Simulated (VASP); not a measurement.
Here is a VASP 6.6.1 calculation.

INCAR

```
PREC = Accurate
ENCUT = 520
EDIFF = 1E-7
ISMEAR = -1
SIGMA = 0.05
LREAL = False
LASPH = True
NELM = 80
ALGO = Normal
ISIF = 2
LWAVE = False
LCHARG = False
GGA = RE
IVDW = 13
NBANDS = 18
```

KPOINTS

```
regular mesh
0
Gamma
  12 12 12
```

Contents of POSCAR:

```
Si2Mo
1.0
   -1.5842063816      1.5842063816      3.8872701764
    1.5842063816     -1.5842063816      3.8872701764
    1.5842063816      1.5842063816     -3.8872701764
Mo Si
1 2
Direct
    0.0000000000      0.0000000000      0.0000000000
    0.6655531639      0.6655531639      0.0000000000
    0.3344468361      0.3344468361      0.0000000000
```

Potentials or basis: VASP PAW PBE potentials, release 64 (Mo_sv, Si).

Launch:

```console
$ cat potpaw_PBE.64/Mo_sv/POTCAR potpaw_PBE.64/Si/POTCAR > POTCAR
$ mpirun -np 1 vasp_std > vasp.out
```

(1) What does it give for the pressure?

(2) Estimate the band gap on the k mesh.

(3) Estimate the dispersion energy per atom.

## Answers

(1) -0.1 GPa.

(2) zero (band 11 reaches 13.29 eV, above the bottom of band 12 at 12.31 eV).

(3) -0.982 eV.

Caveat: the PAW data sets were made with another functional, which shifts forces and pressure a little; pairwise dispersion overbinds metals, which lowers pressure and volume.
